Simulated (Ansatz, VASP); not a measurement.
# One calculation of Nb, two programs

Contents of INCAR:

```
SYSTEM = Nb
  PREC = Accurate
  ENCUT = 520
  EDIFF = 1E-7
  ISMEAR = -1
  SIGMA = 0.08
  LREAL = .False.
  LASPH = .True.
  NELM = 80
  ALGO = Normal
  ISIF = 2
  LWAVE = .False.
  LCHARG = .True.
  GGA = PE
  LELF = .True.
  LVHAR = .True.
  NBANDS = 12
```

Contents of KPOINTS:

```
regular mesh
0
Gamma
  16 16 16
  0 0 0
```

Contents of POSCAR:

```
Nb
1.0
   -1.6658721214      1.6658721214      1.6658721214
    1.6658721214     -1.6658721214      1.6658721214
    1.6658721214      1.6658721214     -1.6658721214
Nb
1
Direct
    0.0000000000      0.0000000000      0.0000000000
```

Input for Ansatz:

```yaml
crystal:
  lattice:
    - [-1.6658721214, 1.6658721214, 1.6658721214]
    - [1.6658721214, -1.6658721214, 1.6658721214]
    - [1.6658721214, 1.6658721214, -1.6658721214]
  atoms:
    - { symbol: Nb, position: [0.0, 0.0, 0.0] }
kpoints:
  mp_grid: { grid: [16, 16, 16] }
scf:
  occupations: { method: fermi_dirac, width: 0.08 }
hamiltonian:
  xc: pbe
  pseudopotentials: { kind: all_electron, lapw: { basis_error: 0.001 } }
output:
  forces: true
  stress: true
  eigenvalues: true
```

Change from the starting cell: volume scaled by 1.02.

Alike in both runs: task single point; functional PBE; k mesh 16 × 16 × 16; occupations fermi-dirac, width 0.08 eV; no spin polarisation.

|  | VASP | Ansatz |
| --- | --- | --- |
| version | VASP 6.6.1 | Ansatz 0.2.0 |
| potentials or method | VASP PAW PBE potentials, release 64 (Nb_sv), cutoff 520 eV | all-electron LAPW, scalar-relativistic |

Ansatz gave:

```
pressure (GPa) : -3.2
```

Task: Estimate VASP's values.

Result: Pressure (GPa): -3.5.

Ansatz ran all-electron here, and VASP with PAW potentials.
